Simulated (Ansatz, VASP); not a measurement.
**Ti3Al in VASP and in Ansatz**

INCAR

```
PREC = Accurate ; ENCUT = 520
EDIFF = 1E-7 ; ISMEAR = 0
SIGMA = 0.15 ; LREAL = F
LASPH = T ; NELM = 100
ALGO = Fast ; ISIF = 2
LWAVE = F ; LCHARG = T
GGA = PS ; LELF = T
LVHAR = T ; NBANDS = 28
```

File KPOINTS:

```
regular mesh
0
Gamma
  18 18 6
```

Contents of POSCAR:

```
Ti3Al
1.0
    3.1564605112      0.0000000000      0.0000000000
   -1.5782302556      2.7335749888      0.0000000000
    0.0000000000      0.0000000000      8.3046476051
Ti Al
3 1
Direct
    0.6666666667      0.3333333333      0.0000000000
    0.3333333333      0.6666666667      0.7511732072
    0.3333333333      0.6666666667      0.2488267928
    0.6666666667      0.3333333333      0.5000000000
```

Input for Ansatz:

```yaml
crystal:
  lattice:
    - [3.1564605112, 0.0, 0.0]
    - [-1.5782302556, 2.7335749888, 0.0]
    - [0.0, 0.0, 8.3046476051]
  atoms:
    - { symbol: Ti, position: [0.6666666667, 0.3333333333, 0.0] }
    - { symbol: Ti, position: [0.3333333333, 0.6666666667, 0.7511732072] }
    - { symbol: Ti, position: [0.3333333333, 0.6666666667, 0.2488267928] }
    - { symbol: Al, position: [0.6666666667, 0.3333333333, 0.5] }
basis:
  ecutwfc: 520.0
kpoints:
  mp_grid: { grid: [18, 18, 6] }
hamiltonian:
  xc: pbesol
  pseudopotentials: { kind: paw, azcp: { folder: soft_1 } }
scf:
  occupations: { method: gaussian, width: 0.15 }
output:
  forces: true
  stress: true
  eigenvalues: true
```

Alike in both runs: task single point; functional PBEsol; k mesh 18 × 18 × 6; occupations gaussian, width 0.15 eV; no spin polarisation.

|  | VASP | Ansatz |
| --- | --- | --- |
| version | VASP 6.6.1 | Ansatz 0.2.0 |
| potentials or method | VASP PAW PBE potentials, release 64 (Ti_sv, Al), cutoff 520 eV | scalar-relativistic, plane waves, PAW |
| valence electrons in the cell | 39 | 39 |

Ansatz gave:

| Item | Value |
| --- | --- |
| gap on the k mesh at the Fermi level (eV) | none |
| pressure (GPa) | -5.5 |
| traceless stress, the component that is largest in VASP (GPa) | 12.49 |
| rms of the force components (eV/Å) | 0.016 |

Question: What did VASP give for the same quantities?

Answer: gap on the k mesh at the Fermi level (eV): none; pressure (GPa): -5.5; traceless stress, the component that is largest in VASP (GPa): 12.47; rms of the force components (eV/Å): 0.020.

VASP's potentials were made for PBE, not for PBEsol, and Ansatz warns of the same on its side. Atom by atom the forces differ by 0.004 eV/Å (rms over components). A gap of «none» marks a metal or a gap that the smearing closes. With one functional, cell and mesh, what is left measures potentials, basis and numerics.
